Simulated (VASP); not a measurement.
## ZnCd3O4: single point with PBE

ZnCd3O4:

```
Zn Cd O
1.0
     3.32530    0.00000    0.00000
     0.00000    3.32530    0.00000
     0.00000    0.00000    9.26878
Zn Cd O
1 3 4
Direct
  0.00000 0.00000 0.00000
  0.50000 0.50000 0.24153
  0.00000 0.00000 0.50000
  0.50000 0.50000 0.75847
  0.00000 0.00000 0.23188
  0.50000 0.50000 0.50000
  0.00000 0.00000 0.76812
  0.50000 0.50000 0.00000
```

- Program: VASP 6.6.1
- Task: single point
- Functional: PBE
- Potentials or basis: VASP PAW PBE potentials, release 64 (Zn, Cd, O)
- Cutoff: 600 eV
- k mesh: 12 × 12 × 4
- Occupations: gaussian, width 0.1 eV
- Spin: no spin polarisation

The pressure is 1.0 GPa and the largest force is 0.050 eV/Å. The band gap on the k mesh is zero (bands 36 and 37 overlap by 0.65 eV).

Forces in eV/Å, atoms in the order of the input:
```
Zn   0.000  0.000  0.000
Cd   0.000  0.000  0.050
Cd   0.000  0.000  0.000
Cd   0.000  0.000 -0.050
O    0.000  0.000  0.011
O    0.000  0.000  0.000
O    0.000  0.000 -0.011
O    0.000  0.000  0.000
```

Stress tensor (GPa, compression positive):
```
0.98 0.00 0.00
0.00 0.98 0.00
0.00 0.00 1.11
```

Levels at points of the mesh, in eV from the Fermi level:
```tsv
k point	band 33	band 34	band 35	band 36	band 37	band 38	band 39	band 40
(0.00, 0.00, 0.00)	-1.78	-1.58	-1.18	-1.18	-0.67	3.04	3.58	3.77
(0.50, 0.00, 0.00)	-0.43	-0.28	-0.17	-0.01	3.95	4.29	4.78	5.35
(0.50, 0.50, 0.00)	-2.35	-2.19	-2.19	-1.88	3.01	3.88	5.30	6.06
(0.00, 0.00, 0.50)	-1.68	-1.68	-1.18	-1.18	0.94	1.46	3.92	4.10
(0.50, 0.00, 0.50)	-0.61	-0.47	-0.25	-0.20	4.16	4.61	4.64	5.26
(0.50, 0.50, 0.50)	-2.42	-2.21	-2.21	-1.95	3.75	4.24	4.76	4.85
```

Wall time 15 min on 1 thread of Intel Xeon 8259CL, with other jobs on the host, peak memory 0.53 GiB.

Caveat: semilocal functionals underestimate gaps, so a narrow gap can read as zero.
